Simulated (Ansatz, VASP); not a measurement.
## Ni in VASP and in Ansatz

INCAR

```
SYSTEM = Ni
PREC = Accurate ; ENCUT = 520
EDIFF = 1E-6 ; ISMEAR = -1
SIGMA = 0.05 ; LREAL = .False.
LASPH = .True. ; NELM = 150
ALGO = Normal ; ISIF = 2
LWAVE = .False. ; LCHARG = .False.
MAGMOM = 0 0 0.6 ; LORBIT = 11
LSORBIT = .True. ; GGA_COMPAT = .False.
LORBMOM = .True. ; LMAXMIX = 4
GGA = PE ; NBANDS = 21
```

The input KPOINTS:

```
regular mesh
0
Gamma
  13 13 13
  0 0 0
```

Contents of POSCAR:

```
Ni
1.0
   -1.3376882352      1.3376882352      1.4805755529
    1.3376882352     -1.3376882352      1.4805755529
    1.3376882352      1.3376882352     -1.4805755529
Ni
1
Direct
    0.0000000000      0.0000000000      0.0000000000
```

Input for Ansatz:

```yaml
crystal:
  lattice:
    - [-1.3376882352, 1.3376882352, 1.4805755529]
    - [1.3376882352, -1.3376882352, 1.4805755529]
    - [1.3376882352, 1.3376882352, -1.4805755529]
  atoms:
    - { symbol: Ni, position: [0.0, 0.0, 0.0], spin: 0.6, spin_axis: [0.0, 0.0, 1.0] }
magnetization:
  noncollinear: true
  spin_orbit: true
kpoints:
  mp_grid: { grid: [13, 13, 13] }
scf:
  occupations: { method: fermi_dirac, width: 0.05 }
  convergence: { dr2_threshold: 1.0e-09 }
  max_iter: 120
  lower_state_search: "off"
hamiltonian:
  xc: pbe
  pseudopotentials: { kind: paw_fr }
output:
  eigenvalues: false
  hubbard: { sites: [{ species: Ni, l: d }] }
  write_density: true
  write_potential: true
  elf: true
  volumetric_format: npy
```

Change from the starting cell: stretched by +7 % along [0.0, 0.0, 1.0] at fixed volume; spin-orbit coupling, moments along 001, PAW files.

Alike in both runs: task single point; functional PBE; k mesh 13 × 13 × 13; occupations fermi-dirac, width 0.05 eV; non-collinear spin, spin-orbit coupling.

|  | VASP | Ansatz |
| --- | --- | --- |
| version | VASP 6.6.1 | Ansatz 0.2.0 |
| potentials or method | VASP PAW PBE potentials, release 64 (Ni) | PAW with Ansatz's default frozen-core files, fully relativistic files with spin-orbit coupling |
| plane-wave cutoff (eV) | 520 | 420 |
| valence electrons in the cell | 10 | 18 |

```tsv
	VASP	Ansatz	Ansatz less VASP
net moment per atom (μB)	0.58	0.59	+0.009
```

VASP's potentials hold 10 valence electrons a cell and Ansatz's 18, so a difference there can come from the potentials and not from the codes.
